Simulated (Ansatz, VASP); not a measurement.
**Sn: VASP beside Ansatz**

Contents of INCAR:

```
SYSTEM = Sn
PREC     = Accurate       ! precision mode
ENCUT    = 520            ! plane-wave cutoff, eV
EDIFF    = 1E-7           ! SCF threshold, eV
ISMEAR   = -1             ! smearing method
SIGMA    = 0.05           ! smearing width, eV
LREAL    = .FALSE.        ! projectors in reciprocal space
LASPH    = .TRUE.         ! aspherical terms in the spheres
NELM     = 150            ! most SCF steps
ALGO     = Fast           ! electronic algorithm
ISIF     = 2              ! what is computed and relaxed
LWAVE    = .FALSE.        ! write WAVECAR
LCHARG   = .FALSE.        ! write CHGCAR
MAGMOM   = 0 0 0 0 0 0    ! initial moments
LORBIT   = 11             ! projections on sites
LSORBIT  = .TRUE.         ! spin-orbit coupling
GGA_COMPAT= .FALSE.      
LORBMOM  = .TRUE.       
GGA      = PS             ! functional
NBANDS   = 40             ! bands
```

File KPOINTS:

```
regular mesh
0
G
  5 5 5
  0 0 0
```

File POSCAR:

```
Sn
1.0
    0.0000000000      3.2333428000      3.2333428000
    3.2333428000      0.0000000000      3.2333428000
    3.2333428000      3.2333428000      0.0000000000
Sn
2
Direct
    0.7500000000      0.7500000000      0.7500000000
    0.5000000000      0.5000000000      0.5000000000
```

File input.yaml:

```yaml
crystal:
  lattice:
    - [0.0, 3.2333428, 3.2333428]
    - [3.2333428, 0.0, 3.2333428]
    - [3.2333428, 3.2333428, 0.0]
  atoms:
    - { symbol: Sn, position: [0.75, 0.75, 0.75] }
    - { symbol: Sn, position: [0.5, 0.5, 0.5] }
hamiltonian:
  xc: pbesol
  pseudopotentials: { kind: paw_fr }
magnetization:
  noncollinear: true
  spin_orbit: true
kpoints:
  mp_grid: { grid: [5, 5, 5] }
  band_path:
    path:
      - [[0.0, 0.0, 0.0], [0.5, 0.0, 0.5], [0.5, 0.25, 0.75], [0.375, 0.375, 0.75], [0.0, 0.0, 0.0], [0.5, 0.5, 0.5], [0.625, 0.25, 0.625], [0.5, 0.25, 0.75], [0.5, 0.5, 0.5], [0.375, 0.375, 0.75]]
      - [[0.625, 0.25, 0.625], [0.5, 0.0, 0.5]]
    npoints: 14
scf:
  occupations: { method: fermi_dirac, width: 0.05 }
  n_extra_bands: 6
output:
  forces: true
  stress: true
  eigenvalues: true
  fatbands: true
```

Alike in both runs: functional PBEsol; k mesh 5 × 5 × 5; occupations fermi-dirac, width 0.05 eV; non-collinear spin, spin-orbit coupling.

|  | VASP | Ansatz |
| --- | --- | --- |
| version | VASP 6.6.1 | Ansatz 0.2.0 |
| potentials or method | VASP PAW PBE potentials, release 64 (Sn_d) | Ansatz PAW |
| plane-wave cutoff (eV) | 520 | 420 |
| valence electrons in the cell | 28 | 28 |
| task | single point | band structure |

|  | VASP | Ansatz | Ansatz less VASP |
| --- | --- | --- | --- |
| pressure (GPa) | 1.6 | 1.6 | +0.03 |
| net moment per atom (μB) | 0.00 | 0.00 | 0.000 |

VASP's potentials were made for PBE, not for PBEsol.
